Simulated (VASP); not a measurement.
# Ga (Im-3m) in VASP: a series of runs

Runs on Ga. Level: PBE. Tasks: single point, relaxation of cell and atoms.

Program: VASP 6.6.1. These are calculated values, not measurements. Logs are shortened: lines on timing, memory, paths and dates and some standing lists are left out, and cuts for length are marked.

## (1) The cell of the first run

It takes space group Im-3m (No. 229, cubic). The conventional cell has a = 3.375 Å, b = 3.375 Å, c = 3.375 Å, α = 90.00°, β = 90.00°, γ = 90.00°. Ga (site symmetry m-3m) has 14 Ga at 2.92 to 3.37 Å within 3.8 Å.

This isn't the form of Ga at room conditions, which is orthorhombic.

## (2) Single point, PBE

The input, INCAR:

```
  PREC = Accurate
  ENCUT = 520
  EDIFF = 1E-7
  ISMEAR = -1
  SIGMA = 0.05
  LREAL = False
  LASPH = True
  NELM = 80
  ALGO = Normal
  ISIF = 2
  LWAVE = False
  LCHARG = False
  GGA = PE
  NBANDS = 12
```

The input, KPOINTS:

```
regular mesh
0
Gamma
  17 17 17
```

The input, POSCAR:

```
Ga
1.0
   -1.6874213961      1.6874213961      1.6874213961
    1.6874213961     -1.6874213961      1.6874213961
    1.6874213961      1.6874213961     -1.6874213961
Ga
1
Direct
    0.0000000000      0.0000000000      0.0000000000
```

Potentials or basis: VASP PAW PBE potentials, release 64 (Ga_d).

The run is started by

```console
$ cat potpaw_PBE.64/Ga_d/POTCAR > POTCAR
$ mpirun -np 1 vasp_std > vasp.out
```

OUTCAR:

```text
PREC = Accurate
   ENCUT = 520
   EDIFF = 1E-7
   ISMEAR = -1
   LREAL = False
   LASPH = True
   NELM = 80
   ISIF = 2
   GGA = PE

 ion  position               nearest neighbor table
   1  0.000  0.000  0.000-

  LATTYP: Found a body centered cubic cell.
 ALAT       =     3.3748427922

  Lattice vectors:

 A1 = (  -1.6874213961,   1.6874213961,   1.6874213961)
 A2 = (   1.6874213961,  -1.6874213961,   1.6874213961)
 A3 = (   1.6874213961,   1.6874213961,  -1.6874213961)

Analysis of symmetry for initial positions (statically):
=====================================================================
 Subroutine PRICEL returns:
 Original cell was already a primitive cell.

 Routine SETGRP: Setting up the symmetry group for a
 body centered cubic supercell.

 Subroutine GETGRP returns: Found 48 space group operations
 (whereof 48 operations were pure point group operations)
 out of a pool of 48 trial point group operations.

The static configuration has the point symmetry O_h .

Analysis of symmetry for dynamics (positions and initial velocities):
=====================================================================
 Subroutine PRICEL returns:
 Original cell was already a primitive cell.

 Routine SETGRP: Setting up the symmetry group for a
 body centered cubic supercell.

 Subroutine GETGRP returns: Found 48 space group operations
 (whereof 48 operations were pure point group operations)
 out of a pool of 48 trial point group operations.

The dynamic configuration has the point symmetry O_h .

 Subroutine INISYM returns: Found 48 space group operations
 (whereof 48 operations are pure point group operations),
 and found     1 'primitive' translations

----------------------------------------------------------------------------------------

                                     Primitive cell

  volume of cell :      19.2190

  direct lattice vectors                    reciprocal lattice vectors
    -1.687421396  1.687421396  1.687421396     0.000000000  0.296310098  0.296310098
     1.687421396 -1.687421396  1.687421396     0.296310098  0.000000000  0.296310098
     1.687421396  1.687421396 -1.687421396     0.296310098  0.296310098  0.000000000

  length of vectors
     2.922699592  2.922699592  2.922699592     0.419045760  0.419045760  0.419045760

  position of ions in fractional coordinates (direct lattice)
     0.000000000  0.000000000  0.000000000

  ion indices of the primitive-cell ions
   primitive index   ion index
                 1           1

----------------------------------------------------------------------------------------

 KPOINTS: regular mesh

Automatic generation of k-mesh.
 Grid dimensions read from file:
 generate k-points for:   17   17   17

 Generating k-lattice:

  Cartesian coordinates                     Fractional coordinates (reciprocal lattice)
     0.000000000  0.017430006  0.017430006     0.058823529  0.000000000  0.000000000
     0.017430006  0.000000000  0.017430006     0.000000000  0.058823529  0.000000000
     0.017430006  0.017430006  0.000000000     0.000000000  0.000000000  0.058823529

  Length of vectors
     0.024649751  0.024649751  0.024649751

  Shift w.r.t. Gamma in fractional coordinates (k-lattice)
     0.000000000  0.000000000  0.000000000

 Subroutine IBZKPT returns following result:
 ===========================================

 Found    165 irreducible k-points:

 Following reciprocal coordinates:
            Coordinates               Weight
  0.000000  0.000000  0.000000      1.000000
  0.058824  0.000000  0.000000     12.000000
  0.117647  0.000000  0.000000     12.000000
  0.176471  0.000000  0.000000     12.000000
  0.235294  0.000000  0.000000     12.000000
  0.294118  0.000000  0.000000     12.000000
[... 16 lines left out ...]
  0.411765  0.117647  0.000000     48.000000
  0.176471  0.176471  0.000000     24.000000
 [... further k-points ...]
   k-points           NKPTS =    165   k-points in BZ     NKDIM =    165   number of bands    NBANDS=     12
   number of dos      NEDOS =    301   number of ions     NIONS =      1
   total plane-waves  NPLWV =  13824
   dimension x,y,z NGX =    24 NGY =   24 NGZ =   24
   dimension x,y,z NGXF=    48 NGYF=   48 NGZF=   48
   ions per type =               1
   NGX,Y,Z   is equivalent  to a cutoff of  13.65, 13.65, 13.65 a.u.
   NGXF,Y,Z  is equivalent  to a cutoff of  27.30, 27.30, 27.30 a.u.
 SYSTEM =  unknown system
   PREC   = accura    normal or accurate (medium, high low for compatibility)
   ISTART =      0    job   : 0-new  1-cont  2-samecut
   ICHARG =      2    charge: 1-file 2-atom 10-const
   ISPIN  =      1    spin polarized calculation?
   LNONCOLLINEAR =      F non collinear calculations
   LSORBIT =      F    spin-orbit coupling
   LASPH  =      T    aspherical Exc in radial PAW
   ENCUT  =  520.0 eV  38.22 Ry    6.18 a.u.   5.43  5.43  5.43*2*pi/ulx,y,z
   NELM   =     80;   NELMIN=  2; NELMDL= -5     # of ELM steps
   EDIFF  = 0.1E-06   stopping-criterion for ELM
   LREAL  =      F    real-space projection
   EDIFFG = 0.1E-05   stopping-criterion for IOM
   NSW    =      0    number of steps for IOM
   IBRION =     -1    ionic relax: 0-MD 1-quasi-New 2-CG
   NFREE  =      0    steps in history (QN), initial steepest desc. (CG)
   ISIF   =      2    stress and relaxation
   ISYM   =      2    0-nonsym 1-usesym 2-fastsym
   POTIM  = 0.5000    time-step for ionic-motion
   TEBEG  =    0.0;   TEEND  =   0.0 temperature during run
   PSTRESS=    0.0 pullay stress
   NELECT =      13.0000    total number of electrons
   NUPDOWN=      -1.0000    fix difference up-down
   EMIN   =  10.00;   EMAX   =-10.00  energy-range for DOS
   EFERMI =   0.00;   METHOD = LEGACY
   ISMEAR =    -1;   SIGMA  =   0.05  broadening in eV -4-tet -1-fermi 0-gaus
   EFERMI_NEDOS =   21; number of points for ismear=-14 and -15
   IALGO  =     38    algorithm
   IMIX   =      4    mixing-type and parameters
     AMIX     =   0.40;   BMIX     =  1.00
     AMIX_MAG =   1.60;   BMIX_MAG =  1.00
  volume/ion in A,a.u.               =      19.22       129.70
  Fermi-wavevector in a.u.,A,eV,Ry     =   1.437074  2.715676 28.098494  2.065181
  Thomas-Fermi vector in A             =   2.556192
   LORBIT       =      0    0 simple, 1 ext, 2 COOP (PROOUT), +10 PAW based schemes
   GGA     = PE    functional components
   LHFCALC =     F    Hartree Fock is set to
   AEXX    =    0.0000 exact exchange contribution
   IVDW    =     0    specifies the selected vdW correction
   LEPSILON=     F    determine dielectric tensor
   LRPA    =     F    only Hartree local field effects (RPA)
 non-spin polarized calculation
  energy-cutoff  :      520.00
  volume of cell :       19.22
 maximum number of plane-waves:       537
 NGX is ok and might be reduce to    24
   NGX = 11   NGY = 11   NGZ = 11

 number of electron      12.9999990 magnetization

 Free energy of the ion-electron system (eV)
  ---------------------------------------------------
  ext. energy  EPLUGINS =         0.00000000
  ---------------------------------------------------
  free energy    TOTEN  =        -2.87372431 eV

  energy without entropy =       -2.86944987  energy(sigma->0) =       -2.87158709

 E-fermi :   5.4322     XC(G=0): -10.9291

 val. band max:        5.4280313484   @ k =  -0.4706  -0.4706   0.4118
 cond. band min:       5.4419447124   @ k =  -0.4118  -0.4706   0.2941
 fundamental gap:      0.0139133641
 Fermi energy:         5.4322104781

 k-point     1 :       0.0000    0.0000    0.0000
  band No.  band energies     occupation
      1      -9.5246      2.00000
      2      -9.5246      2.00000
      3      -9.5246      2.00000
      4      -9.3456      2.00000
      5      -9.3456      2.00000
      6      -5.5107      2.00000
      7      17.7352      0.00000
      8      17.7352      0.00000
      9      17.7353      0.00000
     10      22.3778      0.00000
     11      22.3778      0.00000
     12      22.3778      0.00000

 k-point     2 :       0.0588    0.0000    0.0000
  band No.  band energies     occupation
      1      -9.5273      2.00000
      2      -9.5225      2.00000
      3      -9.5151      2.00000
      4      -9.3483      2.00000
      5      -9.3456      2.00000
      6      -5.4180      2.00000
      7      16.8631      0.00000
      8      17.2799      0.00000
      9      17.5853      0.00000
     10      21.1601      0.00000
     11      21.2969      0.00000
     12      22.4324      0.00000

 k-point     3 :       0.1176    0.0000    0.0000
  band No.  band energies     occupation
      1      -9.5350      2.00000
      2      -9.5179      2.00000
      3      -9.4879      2.00000
      4      -9.3557      2.00000
      5      -9.3456      2.00000
      6      -5.1386      2.00000
      7      14.8635      0.00000
      8      16.3246      0.00000
      9      17.1591      0.00000
     10      20.0022      0.00000
     11      20.1525      0.00000
     12      22.1022      0.00000
[... 286 lines left out ...]
 k-point    23 :       0.4118    0.1176    0.0000
  band No.  band energies     occupation
      1      -9.5923      2.00000
      2      -9.5535      2.00000
      3      -9.3577      2.00000
      4      -9.3542      2.00000
      5      -9.2568      2.00000
      6       0.7068      2.00000
      7       2.5399      2.00000
      8      10.1493      0.00000
      9      13.2043      0.00000
     10      17.7469      0.00000
     11      20.2638      0.00000
     12      24.8781      0.00000

 k-point    24 :       0.1765    0.1765    0.0000
  band No.  band energies     occupation
      1      -9.5613      2.00000
      2      -9.5156      2.00000
      3      -9.3783      2.00000
      4      -9.3681      2.00000
      5      -9.3376      2.00000
      6      -2.9730      2.00000
      7       9.0800      0.00000
      8      10.3699      0.00000
      9      14.1723      0.00000
     10      19.5000      0.00000
     11      20.0411      0.00000
     12      23.6418      0.00000

 [... further k-points ...]

------------------------ aborting loop because EDIFF is reached ----------------------------------------

  FORCE on cell =-STRESS in cart. coord.  units (eV):
  Direction    XX          YY          ZZ          XY          YZ          ZX
  --------------------------------------------------------------------------------------
  -------------------------------------------------------------------------------------
  Total        0.0106076      0.0106076      0.0106076     -0.0000000      0.0000000     -0.0000000
  in kB        0.8842934      0.8842934      0.8842934     -0.0000000      0.0000000     -0.0000000
  external PRESSURE =       0.8842934 kB  Pullay stress =       0.0000000 kB

 VOLUME and BASIS-vectors are now :
 -----------------------------------------------------------------------------
  energy-cutoff  :      520.00
  volume of cell :       19.22
      direct lattice vectors                 reciprocal lattice vectors
    -1.687421396  1.687421396  1.687421396     0.000000000  0.296310098  0.296310098
     1.687421396 -1.687421396  1.687421396     0.296310098  0.000000000  0.296310098
     1.687421396  1.687421396 -1.687421396     0.296310098  0.296310098  0.000000000

 POSITION                                       TOTAL-FORCE (eV/Angst)
 -----------------------------------------------------------------------------------
      0.00000      0.00000      0.00000         0.000000      0.000000      0.000000
 -----------------------------------------------------------------------------------
    total drift:                                0.000000      0.000000      0.000000

  FREE ENERGIE OF THE ION-ELECTRON SYSTEM (eV)
  ---------------------------------------------------
  free  energy   TOTEN  =        -2.8737243068 eV

  energy  without entropy=       -2.8694498727  energy(sigma->0) =       -2.87158709
```

It took 38 s on 1 thread of Intel Xeon 8259CL, shared host; peak memory 0.16 GiB.

What came out:

| Property | Result |
| --- | --- |
| Free energy | -2.8737 eV |
| Pressure | 0.1 GPa |
| Band gap on the k mesh | zero (an odd number of electrons rules out a gap without spin polarisation) |

(Part 1 of 2 ends here.)
